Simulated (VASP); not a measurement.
# TePb (Fm-3m) in VASP: a series of runs

TePb is run at these levels: PBEsol; tasks: single point, relaxation of cell and atoms.

Everything below comes from runs of VASP 6.6.1. Logs are shortened: lines on timing, memory, paths and dates and some standing lists are left out, and cuts for length are marked.

## (1) The cell of the first run

The structure is cubic, space group Fm-3m (No. 225). Conventional cell: a = 6.444 Å, b = 6.444 Å, c = 6.444 Å, α = 90.00°, β = 90.00°, γ = 90.00°. Pb (site symmetry m-3m) has 6 Te at 3.22 Å within 4.2 Å. Te (site symmetry m-3m) has 6 Pb at 3.22 Å within 4.2 Å.

## (2) Single point, PBEsol

Input file INCAR:

```
ALGO = Normal
EDIFF = 1E-6
ENCUT = 500
GGA = PS
GGA_COMPAT = F
ISIF = 2
ISMEAR = 0
LASPH = T
LCHARG = F
LREAL = F
LWAVE = F
NBANDS = 17
NELM = 120
PREC = Accurate
SIGMA = 0.01
```

Input file KPOINTS:

```
k-points
0
Gamma
  6 6 6
```

Input file POSCAR:

```
TePb
1.0
    0.0000000000      3.2219367678      3.2219367678
    3.2219367678      0.0000000000      3.2219367678
    3.2219367678      3.2219367678      0.0000000000
Pb Te
1 1
Direct
    0.0000000000      0.0000000000      0.0000000000
    0.5000000000      0.5000000000      0.5000000000
```

Potentials or basis: VASP PAW PBE potentials, release 64 (Pb_d, Te).

The run is started by

```
$ cat potpaw_PBE.64/Pb_d/POTCAR potpaw_PBE.64/Te/POTCAR > POTCAR
$ mpirun -np 1 vasp_std > vasp.out
```

OUTCAR:

```text
EDIFF = 1E-6
   ENCUT = 500
   GGA = PS
   ISIF = 2
   ISMEAR = 0
   LASPH = T
   LREAL = F
   NELM = 120
   PREC = Accurate

 ion  position               nearest neighbor table
   1  0.000  0.000  0.000-   2 3.22   2 3.22   2 3.22   2 3.22   2 3.22   2 3.22
   2  0.500  0.500  0.500-   1 3.22   1 3.22   1 3.22   1 3.22   1 3.22   1 3.22

  LATTYP: Found a face centered cubic cell.
 ALAT       =     6.4438735356

  Lattice vectors:

 A1 = (   0.0000000000,   3.2219367678,   3.2219367678)
 A2 = (   3.2219367678,   0.0000000000,   3.2219367678)
 A3 = (   3.2219367678,   3.2219367678,   0.0000000000)

Analysis of symmetry for initial positions (statically):
=====================================================================
 Subroutine PRICEL returns:
 Original cell was already a primitive cell.

 Routine SETGRP: Setting up the symmetry group for a
 face centered cubic supercell.

 Subroutine GETGRP returns: Found 48 space group operations
 (whereof 48 operations were pure point group operations)
 out of a pool of 48 trial point group operations.

The static configuration has the point symmetry O_h .

Analysis of symmetry for dynamics (positions and initial velocities):
=====================================================================
 Subroutine PRICEL returns:
 Original cell was already a primitive cell.

 Routine SETGRP: Setting up the symmetry group for a
 face centered cubic supercell.

 Subroutine GETGRP returns: Found 48 space group operations
 (whereof 48 operations were pure point group operations)
 out of a pool of 48 trial point group operations.

The dynamic configuration has the point symmetry O_h .

 Subroutine INISYM returns: Found 48 space group operations
 (whereof 48 operations are pure point group operations),
 and found     1 'primitive' translations

----------------------------------------------------------------------------------------

                                     Primitive cell

  volume of cell :      66.8931

  direct lattice vectors                    reciprocal lattice vectors
     0.000000000  3.221936768  3.221936768    -0.155186162  0.155186162  0.155186162
     3.221936768  0.000000000  3.221936768     0.155186162 -0.155186162  0.155186162
     3.221936768  3.221936768  0.000000000     0.155186162  0.155186162 -0.155186162

  length of vectors
     4.556506674  4.556506674  4.556506674     0.268790317  0.268790317  0.268790317

  position of ions in fractional coordinates (direct lattice)
     0.000000000  0.000000000  0.000000000
     0.500000000  0.500000000  0.500000000

  ion indices of the primitive-cell ions
   primitive index   ion index
                 1           1
                 2           2

----------------------------------------------------------------------------------------

 KPOINTS: k-points

Automatic generation of k-mesh.
 Grid dimensions read from file:
 generate k-points for:    6    6    6

 Generating k-lattice:

  Cartesian coordinates                     Fractional coordinates (reciprocal lattice)
    -0.025864360  0.025864360  0.025864360     0.166666667  0.000000000  0.000000000
     0.025864360 -0.025864360  0.025864360     0.000000000  0.166666667  0.000000000
     0.025864360  0.025864360 -0.025864360     0.000000000  0.000000000  0.166666667

  Length of vectors
     0.044798386  0.044798386  0.044798386

  Shift w.r.t. Gamma in fractional coordinates (k-lattice)
     0.000000000  0.000000000  0.000000000

 Subroutine IBZKPT returns following result:
 ===========================================

 Found     16 irreducible k-points:

 Following reciprocal coordinates:
            Coordinates               Weight
  0.000000  0.000000  0.000000      1.000000
  0.166667  0.000000  0.000000      8.000000
  0.333333  0.000000  0.000000      8.000000
  0.500000  0.000000  0.000000      4.000000
  0.166667  0.166667  0.000000      6.000000
  0.333333  0.166667  0.000000     24.000000
[... 8 lines left out ...]
 -0.333333  0.333333  0.166667     24.000000
 -0.333333  0.500000  0.166667     12.000000
   k-points           NKPTS =     16   k-points in BZ     NKDIM =     16   number of bands    NBANDS=     17
   number of dos      NEDOS =    301   number of ions     NIONS =      2
   total plane-waves  NPLWV =  46656
   dimension x,y,z NGX =    36 NGY =   36 NGZ =   36
   dimension x,y,z NGXF=    72 NGYF=   72 NGZF=   72
   ions per type =               1   1
   NGX,Y,Z   is equivalent  to a cutoff of  13.13, 13.13, 13.13 a.u.
   NGXF,Y,Z  is equivalent  to a cutoff of  26.27, 26.27, 26.27 a.u.
 SYSTEM =  unknown system
   PREC   = accura    normal or accurate (medium, high low for compatibility)
   ISTART =      0    job   : 0-new  1-cont  2-samecut
   ICHARG =      2    charge: 1-file 2-atom 10-const
   ISPIN  =      1    spin polarized calculation?
   LNONCOLLINEAR =      F non collinear calculations
   LSORBIT =      F    spin-orbit coupling
   LASPH  =      T    aspherical Exc in radial PAW
   ENCUT  =  500.0 eV  36.75 Ry    6.06 a.u.   8.31  8.31  8.31*2*pi/ulx,y,z
   NELM   =    120;   NELMIN=  2; NELMDL= -5     # of ELM steps
   EDIFF  = 0.1E-05   stopping-criterion for ELM
   LREAL  =      F    real-space projection
   EDIFFG = 0.1E-04   stopping-criterion for IOM
   NSW    =      0    number of steps for IOM
   IBRION =     -1    ionic relax: 0-MD 1-quasi-New 2-CG
   NFREE  =      0    steps in history (QN), initial steepest desc. (CG)
   ISIF   =      2    stress and relaxation
   ISYM   =      2    0-nonsym 1-usesym 2-fastsym
   POTIM  = 0.5000    time-step for ionic-motion
   TEBEG  =    0.0;   TEEND  =   0.0 temperature during run
   PSTRESS=    0.0 pullay stress
   NELECT =      20.0000    total number of electrons
   NUPDOWN=      -1.0000    fix difference up-down
   EMIN   =  10.00;   EMAX   =-10.00  energy-range for DOS
   EFERMI =   0.00;   METHOD = LEGACY
   ISMEAR =     0;   SIGMA  =   0.01  broadening in eV -4-tet -1-fermi 0-gaus
   EFERMI_NEDOS =   21; number of points for ismear=-14 and -15
   IALGO  =     38    algorithm
   IMIX   =      4    mixing-type and parameters
     AMIX     =   0.40;   BMIX     =  1.00
     AMIX_MAG =   1.60;   BMIX_MAG =  1.00
  volume/ion in A,a.u.               =      33.45       225.71
  Fermi-wavevector in a.u.,A,eV,Ry     =   1.094690  2.068664 16.304490  1.198346
  Thomas-Fermi vector in A             =   2.230999
   LORBIT       =      0    0 simple, 1 ext, 2 COOP (PROOUT), +10 PAW based schemes
   GGA     = PS    functional components
   LHFCALC =     F    Hartree Fock is set to
   AEXX    =    0.0000 exact exchange contribution
   IVDW    =     0    specifies the selected vdW correction
   LEPSILON=     F    determine dielectric tensor
   LRPA    =     F    only Hartree local field effects (RPA)
 non-spin polarized calculation
 Gauss-broadening in eV      SIGMA  =   0.01
  energy-cutoff  :      500.00
  volume of cell :       66.89
 maximum number of plane-waves:      1724
 NGX is ok and might be reduce to    36
   NGX = 17   NGY = 17   NGZ = 17

 number of electron      20.0000002 magnetization

 Free energy of the ion-electron system (eV)
  ---------------------------------------------------
  ext. energy  EPLUGINS =         0.00000000
  ---------------------------------------------------
  free energy    TOTEN  =        -8.26003366 eV

  energy without entropy =       -8.26003366  energy(sigma->0) =       -8.26003366

 E-fermi :   5.6215     XC(G=0):  -9.5085

 val. band max:        5.5698556190   @ k =   0.5000   0.0000   0.0000
 cond. band min:       6.2201695523   @ k =   0.5000   0.0000   0.0000
 fundamental gap:      0.6503139333
 Fermi energy:         5.6215414734

 k-point     1 :       0.0000    0.0000    0.0000
  band No.  band energies     occupation
      1     -11.0750      2.00000
      2     -11.0750      2.00000
      3     -11.0634      2.00000
      4     -11.0634      2.00000
      5     -11.0634      2.00000
      6      -6.5351      2.00000
[... 9 lines left out ...]
     16      11.3076      0.00000
     17      12.7729      0.00000

 k-point     2 :       0.1667    0.0000    0.0000
  band No.  band energies     occupation
      1     -11.0785      2.00000
      2     -11.0785      2.00000
      3     -11.0627      2.00000
      4     -11.0594      2.00000
      5     -11.0594      2.00000
      6      -6.2951      2.00000
[... 9 lines left out ...]
     16      11.8209      0.00000
     17      14.4764      0.00000

 k-point     3 :       0.3333    0.0000    0.0000
  band No.  band energies     occupation
      1     -11.0866      2.00000
      2     -11.0866      2.00000
      3     -11.0616      2.00000
      4     -11.0500      2.00000
      5     -11.0500      2.00000
      6      -5.6383      2.00000
[... 9 lines left out ...]
     16      13.1936      0.00000
     17      16.5308      0.00000

 k-point     4 :       0.5000    0.0000    0.0000
  band No.  band energies     occupation
      1     -11.0908      2.00000
      2     -11.0908      2.00000
      3     -11.0612      2.00000
      4     -11.0451      2.00000
      5     -11.0451      2.00000
      6      -5.0716      2.00000
[... 9 lines left out ...]
     16      14.8056      0.00000
     17      14.8056      0.00000
[... 183 lines left out ...]
      1     -11.1107      2.00000
      2     -11.0769      2.00000
      3     -11.0633      2.00000
      4     -11.0472      2.00000
      5     -11.0434      2.00000
      6      -5.1576      2.00000
[... 9 lines left out ...]
     16      14.5967      0.00000
     17      15.1089      0.00000

 k-point    15 :      -0.3333    0.3333    0.1667
  band No.  band energies     occupation
      1     -11.1142      2.00000
      2     -11.0800      2.00000
      3     -11.0560      2.00000
      4     -11.0534      2.00000
      5     -11.0395      2.00000
      6      -4.7650      2.00000
[... 9 lines left out ...]
     16      15.8201      0.00000
     17      15.9667      0.00000

 k-point    16 :      -0.3333    0.5000    0.1667
  band No.  band energies     occupation
      1     -11.1282      2.00000
      2     -11.0725      2.00000
      3     -11.0650      2.00000
      4     -11.0459      2.00000
      5     -11.0358      2.00000
      6      -4.6955      2.00000
[... 9 lines left out ...]
     16      16.3124      0.00000
     17      17.1032      0.00000

------------------------ aborting loop because EDIFF is reached ----------------------------------------

  FORCE on cell =-STRESS in cart. coord.  units (eV):
  Direction    XX          YY          ZZ          XY          YZ          ZX
  --------------------------------------------------------------------------------------
  -------------------------------------------------------------------------------------
  Total       -0.0158267     -0.0158267     -0.0158267     -0.0000000     -0.0000000      0.0000000
  in kB       -0.3790694     -0.3790694     -0.3790694     -0.0000000     -0.0000000      0.0000000
  external PRESSURE =      -0.3790694 kB  Pullay stress =       0.0000000 kB

 VOLUME and BASIS-vectors are now :
 -----------------------------------------------------------------------------
  energy-cutoff  :      500.00
  volume of cell :       66.89
      direct lattice vectors                 reciprocal lattice vectors
     0.000000000  3.221936768  3.221936768    -0.155186162  0.155186162  0.155186162
     3.221936768  0.000000000  3.221936768     0.155186162 -0.155186162  0.155186162
     3.221936768  3.221936768  0.000000000     0.155186162  0.155186162 -0.155186162

 POSITION                                       TOTAL-FORCE (eV/Angst)
 -----------------------------------------------------------------------------------
      0.00000      0.00000      0.00000         0.000000      0.000000      0.000000
      3.22194      3.22194      3.22194        -0.000000     -0.000000     -0.000000
 -----------------------------------------------------------------------------------
    total drift:                               -0.000000      0.000000      0.000000

  FREE ENERGIE OF THE ION-ELECTRON SYSTEM (eV)
  ---------------------------------------------------
  free  energy   TOTEN  =        -8.2600336625 eV

  energy  without entropy=       -8.2600336625  energy(sigma->0) =       -8.26003366
```

It took 32 s on 1 thread of Intel Xeon 8259CL, shared host; peak memory 0.2 GiB.

What came out:

- Free energy: -8.2600 eV
- Pressure: 0.0 GPa
- Band gap on the k mesh: 0.65 eV

Levels at points of the mesh, in eV from the valence-band top:
```
           k point  band 7  band 8  band 9  band 10  band 11  band 12  band 13  band 14
(0.00, 0.00, 0.00)   -5.59   -1.37   -1.37    -1.37     4.07     4.07     4.07     5.74
(0.50, 0.00, 0.00)   -8.65   -0.90   -0.90     0.00     0.65     1.22     1.22     8.30
(0.50, 0.50, 0.00)   -7.32   -4.59   -2.85    -2.85     3.17     5.49     5.49     6.73
```

Caveat: the PAW data sets were made with another functional, which shifts forces and pressure a little; spin-orbit coupling is left out, which moves the levels of the heavy elements. A k mesh can miss the band edges.

(Part 1 of 2 ends here.)
